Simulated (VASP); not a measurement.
# BaRe (Pm-3m) in VASP: notebook

The runs below take BaRe through single point, with PBE.

All numbers are computed with VASP 6.6.1; they aren't measurements. Logs are shortened: lines on timing, memory, paths and dates and some standing lists are left out, and cuts for length are marked.

### Step 1. The cell of the first run

Symmetry: Pm-3m, No. 221, cubic system. Conventional cell: a = 3.654 Å, b = 3.654 Å, c = 3.654 Å, α = 90.00°, β = 90.00°, γ = 90.00°. Within 4.2 Å of Ba (site symmetry m-3m) lie 8 Re at 3.16 Å and 6 Ba at 3.65 Å. Within 4.2 Å of Re (site symmetry m-3m) lie 8 Ba at 3.16 Å and 6 Re at 3.65 Å.

### Step 2. Single point, PBE (volume scaled by 0.945)

INCAR

```
  ALGO = Normal
  EDIFF = 1E-7
  ENCUT = 520
  GGA = PE
  ISIF = 2
  ISMEAR = 0
  LASPH = True
  LCHARG = False
  LREAL = False
  LWAVE = False
  NBANDS = 16
  NELM = 80
  PREC = Accurate
  SIGMA = 0.05
```

KPOINTS

```
k-points
0
Gamma
  8 8 8
```

POSCAR

```
BaRe
1.0
    3.6537913502      0.0000000000      0.0000000000
    0.0000000000      3.6537913502      0.0000000000
    0.0000000000      0.0000000000      3.6537913502
Ba Re
1 1
Direct
    0.0000000000      0.0000000000      0.0000000000
    0.5000000000      0.5000000000      0.5000000000
```

Potentials or basis: VASP PAW PBE potentials, release 64 (Ba_sv, Re).

Run with:

```console
$ cat potpaw_PBE.64/Ba_sv/POTCAR potpaw_PBE.64/Re/POTCAR > POTCAR
$ mpirun -np 1 vasp_std > vasp.out
```

OUTCAR:

```text
EDIFF = 1E-7
   ENCUT = 520
   GGA = PE
   ISIF = 2
   ISMEAR = 0
   LASPH = True
   LREAL = False
   NELM = 80
   PREC = Accurate

 ion  position               nearest neighbor table
   1  0.000  0.000  0.000-   2 3.16   2 3.16   2 3.16   2 3.16   2 3.16   2 3.16   2 3.16   2 3.16

   2  0.500  0.500  0.500-   1 3.16   1 3.16   1 3.16   1 3.16   1 3.16   1 3.16   1 3.16   1 3.16

  LATTYP: Found a simple cubic cell.
 ALAT       =     3.6537913502

  Lattice vectors:

 A1 = (   3.6537913502,   0.0000000000,   0.0000000000)
 A2 = (   0.0000000000,   3.6537913502,   0.0000000000)
 A3 = (   0.0000000000,   0.0000000000,   3.6537913502)

Analysis of symmetry for initial positions (statically):
=====================================================================
 Subroutine PRICEL returns:
 Original cell was already a primitive cell.

 Routine SETGRP: Setting up the symmetry group for a
 simple cubic supercell.

 Subroutine GETGRP returns: Found 48 space group operations
 (whereof 48 operations were pure point group operations)
 out of a pool of 48 trial point group operations.

The static configuration has the point symmetry O_h .

Analysis of symmetry for dynamics (positions and initial velocities):
=====================================================================
 Subroutine PRICEL returns:
 Original cell was already a primitive cell.

 Routine SETGRP: Setting up the symmetry group for a
 simple cubic supercell.

 Subroutine GETGRP returns: Found 48 space group operations
 (whereof 48 operations were pure point group operations)
 out of a pool of 48 trial point group operations.

The dynamic configuration has the point symmetry O_h .

 Subroutine INISYM returns: Found 48 space group operations
 (whereof 48 operations are pure point group operations),
 and found     1 'primitive' translations

----------------------------------------------------------------------------------------

                                     Primitive cell

  volume of cell :      48.7788

  direct lattice vectors                    reciprocal lattice vectors
     3.653791350  0.000000000  0.000000000     0.273688316  0.000000000  0.000000000
     0.000000000  3.653791350  0.000000000     0.000000000  0.273688316  0.000000000
     0.000000000  0.000000000  3.653791350     0.000000000  0.000000000  0.273688316

  length of vectors
     3.653791350  3.653791350  3.653791350     0.273688316  0.273688316  0.273688316

  position of ions in fractional coordinates (direct lattice)
     0.000000000  0.000000000  0.000000000
     0.500000000  0.500000000  0.500000000

  ion indices of the primitive-cell ions
   primitive index   ion index
                 1           1
                 2           2

----------------------------------------------------------------------------------------

 KPOINTS: k-points

Automatic generation of k-mesh.
 Grid dimensions read from file:
 generate k-points for:    8    8    8

 Generating k-lattice:

  Cartesian coordinates                     Fractional coordinates (reciprocal lattice)
     0.034211039  0.000000000  0.000000000     0.125000000  0.000000000  0.000000000
     0.000000000  0.034211039  0.000000000     0.000000000  0.125000000  0.000000000
     0.000000000  0.000000000  0.034211039     0.000000000  0.000000000  0.125000000

  Length of vectors
     0.034211039  0.034211039  0.034211039

  Shift w.r.t. Gamma in fractional coordinates (k-lattice)
     0.000000000  0.000000000  0.000000000

 Subroutine IBZKPT returns following result:
 ===========================================

 Found     35 irreducible k-points:

 Following reciprocal coordinates:
            Coordinates               Weight
  0.000000  0.000000  0.000000      1.000000
  0.125000  0.000000  0.000000      6.000000
  0.250000  0.000000  0.000000      6.000000
  0.375000  0.000000  0.000000      6.000000
  0.500000  0.000000  0.000000      3.000000
  0.125000  0.125000  0.000000     12.000000
[... 16 lines left out ...]
  0.375000  0.375000  0.125000     24.000000
  0.500000  0.375000  0.125000     24.000000
 [... further k-points ...]
   k-points           NKPTS =     35   k-points in BZ     NKDIM =     35   number of bands    NBANDS=     16
   number of dos      NEDOS =    301   number of ions     NIONS =      2
   total plane-waves  NPLWV =  21952
   dimension x,y,z NGX =    28 NGY =   28 NGZ =   28
   dimension x,y,z NGXF=    56 NGYF=   56 NGZF=   56
   ions per type =               1   1
   NGX,Y,Z   is equivalent  to a cutoff of  12.74, 12.74, 12.74 a.u.
   NGXF,Y,Z  is equivalent  to a cutoff of  25.48, 25.48, 25.48 a.u.
 SYSTEM =  unknown system
   PREC   = accura    normal or accurate (medium, high low for compatibility)
   ISTART =      0    job   : 0-new  1-cont  2-samecut
   ICHARG =      2    charge: 1-file 2-atom 10-const
   ISPIN  =      1    spin polarized calculation?
   LNONCOLLINEAR =      F non collinear calculations
   LSORBIT =      F    spin-orbit coupling
   LASPH  =      T    aspherical Exc in radial PAW
   ENCUT  =  520.0 eV  38.22 Ry    6.18 a.u.   6.79  6.79  6.79*2*pi/ulx,y,z
   NELM   =     80;   NELMIN=  2; NELMDL= -5     # of ELM steps
   EDIFF  = 0.1E-06   stopping-criterion for ELM
   LREAL  =      F    real-space projection
   EDIFFG = 0.1E-05   stopping-criterion for IOM
   NSW    =      0    number of steps for IOM
   IBRION =     -1    ionic relax: 0-MD 1-quasi-New 2-CG
   NFREE  =      0    steps in history (QN), initial steepest desc. (CG)
   ISIF   =      2    stress and relaxation
   ISYM   =      2    0-nonsym 1-usesym 2-fastsym
   POTIM  = 0.5000    time-step for ionic-motion
   TEBEG  =    0.0;   TEEND  =   0.0 temperature during run
   PSTRESS=    0.0 pullay stress
   NELECT =      17.0000    total number of electrons
   NUPDOWN=      -1.0000    fix difference up-down
   EMIN   =  10.00;   EMAX   =-10.00  energy-range for DOS
   EFERMI =   0.00;   METHOD = LEGACY
   ISMEAR =     0;   SIGMA  =   0.05  broadening in eV -4-tet -1-fermi 0-gaus
   EFERMI_NEDOS =   21; number of points for ismear=-14 and -15
   IALGO  =     38    algorithm
   IMIX   =      4    mixing-type and parameters
     AMIX     =   0.40;   BMIX     =  1.00
     AMIX_MAG =   1.60;   BMIX_MAG =  1.00
  volume/ion in A,a.u.               =      24.39       164.59
  Fermi-wavevector in a.u.,A,eV,Ry     =   1.152075  2.177106 18.058695  1.327277
  Thomas-Fermi vector in A             =   2.288728
   LORBIT       =      0    0 simple, 1 ext, 2 COOP (PROOUT), +10 PAW based schemes
   GGA     = PE    functional components
   LHFCALC =     F    Hartree Fock is set to
   AEXX    =    0.0000 exact exchange contribution
   IVDW    =     0    specifies the selected vdW correction
   LEPSILON=     F    determine dielectric tensor
   LRPA    =     F    only Hartree local field effects (RPA)
 non-spin polarized calculation
 Gauss-broadening in eV      SIGMA  =   0.05
  energy-cutoff  :      520.00
  volume of cell :       48.78
 maximum number of plane-waves:      1357
 NGX is ok and might be reduce to    28
   NGX = 13   NGY = 13   NGZ = 13

 number of electron      17.0000001 magnetization

 Free energy of the ion-electron system (eV)
  ---------------------------------------------------
  ext. energy  EPLUGINS =         0.00000000
  ---------------------------------------------------
  free energy    TOTEN  =       -10.10204847 eV

  energy without entropy =      -10.09433361  energy(sigma->0) =      -10.09819104

 E-fermi :   4.3065     XC(G=0): -11.0528

 val. band max:        4.3030519660   @ k =   0.5000   0.1250   0.1250
 cond. band min:       4.3154282150   @ k =   0.5000   0.1250   0.1250
 fundamental gap:      0.0123762489
 Fermi energy:         4.3064524036

 k-point     1 :       0.0000    0.0000    0.0000
  band No.  band energies     occupation
      1     -22.3805      2.00000
      2      -7.0834      2.00000
      3      -7.0834      2.00000
      4      -7.0834      2.00000
      5      -0.0748      2.00000
      6       1.5242      2.00000
[... 8 lines left out ...]
     15      13.0573      0.00000
     16      13.3387      0.00000

 k-point     2 :       0.1250    0.0000    0.0000
  band No.  band energies     occupation
      1     -22.3538      2.00000
      2      -7.4134      2.00000
      3      -7.0745      2.00000
      4      -7.0745      2.00000
      5       0.3359      2.00000
      6       1.6388      2.00000
[... 8 lines left out ...]
     15      12.2227      0.00000
     16      13.1034      0.00000

 k-point     3 :       0.2500    0.0000    0.0000
  band No.  band energies     occupation
      1     -22.2882      2.00000
      2      -8.0963      2.00000
      3      -7.0530      2.00000
      4      -7.0530      2.00000
      5       1.3254      2.00000
      6       1.9556      2.00000
[... 8 lines left out ...]
     15      11.5037      0.00000
     16      12.5677      0.00000

 k-point     4 :       0.3750    0.0000    0.0000
  band No.  band energies     occupation
      1     -22.2208      2.00000
      2      -8.6747      2.00000
      3      -7.0316      2.00000
      4      -7.0316      2.00000
      5       2.3626      2.00000
      6       2.5839      2.00000
[... 8 lines left out ...]
     15      12.0650      0.00000
     16      12.8342      0.00000

 k-point     5 :       0.5000    0.0000    0.0000
  band No.  band energies     occupation
      1     -22.1924      2.00000
      2      -8.8930      2.00000
      3      -7.0227      2.00000
      4      -7.0227      2.00000
      5       2.5787      2.00000
      6       3.3350      2.00000
[... 8 lines left out ...]
     15      11.8636      0.00000
     16      14.4108      0.00000

 k-point     6 :       0.1250    0.1250    0.0000
  band No.  band energies     occupation
      1     -22.3280      2.00000
      2      -7.4617      2.00000
      3      -7.3150      2.00000
      4      -7.0616      2.00000
      5       0.6886      2.00000
      6       1.8338      2.00000
[... 8 lines left out ...]
     15      12.9050      0.00000
     16      12.9930      0.00000

 k-point     7 :       0.2500    0.1250    0.0000
  band No.  band energies     occupation
      1     -22.2647      2.00000
      2      -8.0580      2.00000
      3      -7.3175      2.00000
      4      -7.0305      2.00000
      5       1.5072      2.00000
      6       2.1178      2.00000
[... 8 lines left out ...]
     15      12.1978      0.00000
     16      12.6371      0.00000

 k-point     8 :       0.3750    0.1250    0.0000
  band No.  band energies     occupation
      1     -22.1997      2.00000
      2      -8.6116      2.00000
      3      -7.2693      2.00000
      4      -6.9992      2.00000
      5       2.2777      2.00000
      6       2.6128      2.00000
[... 8 lines left out ...]
     15      12.2000      0.00000
     16      12.9314      0.00000

 k-point     9 :       0.5000    0.1250    0.0000
  band No.  band energies     occupation
      1     -22.1723      2.00000
      2      -8.8222      2.00000
      3      -7.2486      2.00000
      4      -6.9862      2.00000
      5       2.4537      2.00000
      6       3.2531      2.00000
[... 8 lines left out ...]
     15      12.0029      0.00000
     16      14.3577      0.00000
[... 172 lines left out ...]
 k-point    19 :       0.5000    0.1250    0.1250
  band No.  band energies     occupation
      1     -22.1519      2.00000
      2      -8.7588      2.00000
      3      -7.2413      2.00000
      4      -7.1938      2.00000
      5       2.6474      2.00000
      6       2.7349      2.00000
[... 8 lines left out ...]
     15      12.0324      0.00000
     16      14.4805      0.00000

 k-point    20 :       0.2500    0.2500    0.1250
  band No.  band energies     occupation
      1     -22.1845      2.00000
      2      -7.9931      2.00000
      3      -7.7881      2.00000
      4      -7.2346      2.00000
      5       2.0059      2.00000
      6       2.6852      2.00000
[... 8 lines left out ...]
     15      10.6670      0.00000
     16      14.8267      0.00000

 k-point    21 :       0.3750    0.2500    0.1250
  band No.  band energies     occupation
      1     -22.1263      2.00000
      2      -8.4104      2.00000
      3      -7.7676      2.00000
      4      -7.1691      2.00000
      5       1.9043      2.00000
      6       2.9445      2.00000
[... 8 lines left out ...]
     15      11.5432      0.00000
     16      14.3805      0.00000

 k-point    22 :       0.5000    0.2500    0.1250
  band No.  band energies     occupation
      1     -22.1018      2.00000
      2      -8.5996      2.00000
      3      -7.7277      2.00000
      4      -7.1392      2.00000
      5       1.8140      2.00000
      6       2.9918      2.00000
[... 8 lines left out ...]
     15      12.1200      0.00000
     16      14.5420      0.00000

 k-point    23 :       0.3750    0.3750    0.1250
  band No.  band energies     occupation
      1     -22.0730      2.00000
      2      -8.2942      2.00000
      3      -8.2009      2.00000
      4      -7.0941      2.00000
      5       1.3368      2.00000
      6       2.8866      2.00000
[... 8 lines left out ...]
     15      11.9921      0.00000
     16      14.3199      0.00000

 k-point    24 :       0.5000    0.3750    0.1250
  band No.  band energies     occupation
      1     -22.0506      2.00000
      2      -8.4300      2.00000
      3      -8.1808      2.00000
      4      -7.0615      2.00000
      5       1.1055      2.00000
      6       2.7950      2.00000
[... 8 lines left out ...]
     15      12.6076      0.00000
     16      14.2349      0.00000

 [... further k-points ...]
[... 5 lines left out ...]
  --------------------------------------------------------------------------------------
  -------------------------------------------------------------------------------------
  Total        1.5147117      1.5147117      1.5147117     -0.0000000      0.0000000     -0.0000000
  in kB       49.7518622     49.7518622     49.7518622     -0.0000000      0.0000000     -0.0000000
  external PRESSURE =      49.7518622 kB  Pullay stress =       0.0000000 kB

 VOLUME and BASIS-vectors are now :
 -----------------------------------------------------------------------------
  energy-cutoff  :      520.00
  volume of cell :       48.78
      direct lattice vectors                 reciprocal lattice vectors
     3.653791350  0.000000000  0.000000000     0.273688316  0.000000000  0.000000000
     0.000000000  3.653791350  0.000000000     0.000000000  0.273688316  0.000000000
     0.000000000  0.000000000  3.653791350     0.000000000  0.000000000  0.273688316

 POSITION                                       TOTAL-FORCE (eV/Angst)
 -----------------------------------------------------------------------------------
      0.00000      0.00000      0.00000         0.000000      0.000000      0.000000
      1.82690      1.82690      1.82690         0.000000      0.000000      0.000000
 -----------------------------------------------------------------------------------
    total drift:                                0.000000      0.000000      0.000000

  FREE ENERGIE OF THE ION-ELECTRON SYSTEM (eV)
  ---------------------------------------------------
  free  energy   TOTEN  =       -10.1020484671 eV

  energy  without entropy=      -10.0943336117  energy(sigma->0) =      -10.09819104
```

Run time: 16 s. Hardware: 1 thread of Intel Xeon Platinum 8488C (Sapphire Rapids), shared host; peak memory 0.17 GiB.

What came out:

```yaml
Free_energy: -10.1020 eV
Pressure: 5.0 GPa
```

Caveat: spin-orbit coupling is left out, which moves the levels of the heavy elements.

### Step 3. Single point, PBE (volume scaled by 0.980)

INCAR

```
  PREC = Accurate
  ENCUT = 520
  EDIFF = 1E-6
  ISMEAR = 0
  SIGMA = 0.05
  LREAL = F
  LASPH = T
  NELM = 60
  ALGO = Normal
  ISIF = 2
  LWAVE = F
  LCHARG = T
  GGA = PE
  LELF = T
  LVHAR = T
  NBANDS = 16
```

KPOINTS

```
Automatic mesh
0
Gamma
  8 8 8
```

POSCAR

```
BaRe
1.0
    3.6983541732      0.0000000000      0.0000000000
    0.0000000000      3.6983541732      0.0000000000
    0.0000000000      0.0000000000      3.6983541732
Ba Re
1 1
Direct
    0.0000000000      0.0000000000      0.0000000000
    0.5000000000      0.5000000000      0.5000000000
```

Potentials or basis: VASP PAW PBE potentials, release 64 (Ba_sv, Re).

Run with:

```console
$ cat potpaw_PBE.64/Ba_sv/POTCAR potpaw_PBE.64/Re/POTCAR > POTCAR
$ mpirun -np 1 vasp_std > vasp.out
```

Wall time 16 s (1 thread of Intel Xeon Platinum 8488C (Sapphire Rapids), shared host); peak memory 0.18 GiB.

It converged, with:

| Property | Result |
| --- | --- |
| Free energy | -10.1453 eV |
| Pressure | 2.7 GPa |

Levels at points of the mesh, in eV from the Fermi level:
| k point | band 4 | band 5 | band 6 | band 7 | band 8 | band 9 | band 10 | band 11 | band 12 | band 13 |
| --- | --- | --- | --- | --- | --- | --- | --- | --- | --- | --- |
| (0.00, 0.00, 0.00) | -11.41 | -4.36 | -2.60 | -2.60 | -0.04 | -0.04 | -0.04 | 4.22 | 4.22 | 8.46 |
| (0.50, 0.00, 0.00) | -11.35 | -1.60 | -1.06 | -0.39 | 0.15 | 0.15 | 0.33 | 1.45 | 1.81 | 3.51 |
| (0.50, 0.50, 0.00) | -11.12 | -3.59 | -1.81 | -1.16 | -1.16 | 1.16 | 1.17 | 3.85 | 3.85 | 5.03 |
| (0.50, 0.50, 0.50) | -12.52 | -0.26 | -0.26 | -0.26 | 0.13 | 0.13 | 0.13 | 1.23 | 1.23 | 2.14 |

Caveat: spin-orbit coupling is left out, which moves the levels of the heavy elements.
